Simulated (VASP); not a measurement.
The system is Zr3TiB4.

```
Zr Ti B
1.0
     0.01398   -3.14742    0.05836
    -4.91516    0.02173   -0.07221
     0.04236    0.11769   -6.46614
Zr Ti B
3 1 4
Direct
  0.51733 0.11908 0.81838
  0.51750 0.36525 0.32623
  0.99230 0.63921 0.67073
  0.98822 0.85501 0.18646
  0.99857 0.42425 0.02498
  0.47689 0.60706 0.97779
  0.51555 0.89832 0.47132
  0.99364 0.09183 0.52411
```

* Program: VASP 6.6.1
* Task: relaxation of cell and atoms
* Functional: PBE
* Potentials or basis: VASP PAW PBE potentials, release 64 (Zr_sv, Ti_sv, B)
* Cutoff: 600 eV
* k mesh: 6 × 4 × 4
* Occupations: gaussian, width 0.2 eV
* Spin: no spin polarisation

At the start: pressure 7.7 GPa; volume 12.50 Å³/atom.

Q: Where does the relaxation end?

A: Over 12 steps the energy falls by 64.9 meV/atom and the volume is 12.91 Å³/atom (+3.2 %); space group P1 (No. 1, to 0.1 Å) before, Pm (No. 6, to 0.1 Å).

Step by step:
```csv
step,energy change (eV),largest force (eV/Å),pressure (GPa),volume (Å³)
1,0.0000,1.7623,7.67,100.01
2,-0.3147,0.3298,-8.92,108.82
3,-0.4220,0.6190,-4.05,105.69
4,-0.4980,0.2378,1.55,102.38
5,-0.5020,0.2548,0.48,102.97
6,-0.5147,0.1510,0.14,103.15
7,-0.5159,0.1335,0.00,103.22
8,-0.5184,0.0475,-0.09,103.26
9,-0.5185,0.0483,-0.11,103.27
10,-0.5188,0.0320,0.10,103.14
11,-0.5188,0.0298,0.13,103.12
12,-0.5189,0.0119,-0.07,103.24
```

Final structure:
```xyz
8
Lattice="-0.0006 -3.2001 0.0000 -4.9650 -0.0005 -0.0039 0.1329 0.0007 -6.4977" Properties=species:S:1:pos:R:3 pbc="T T T"
Zr   -0.5023   -1.5994   -5.3896
Zr   -1.7882   -1.6002   -2.0707
Zr   -3.0114   -3.1997   -4.3893
Ti   -4.2693   -0.0007   -1.1977
B    -2.1329   -3.1999   -0.1857
B    -2.8578   -1.5992   -6.3548
B    -4.4342   -1.6008   -3.0252
B    -0.3345    0.0002   -3.3938
```
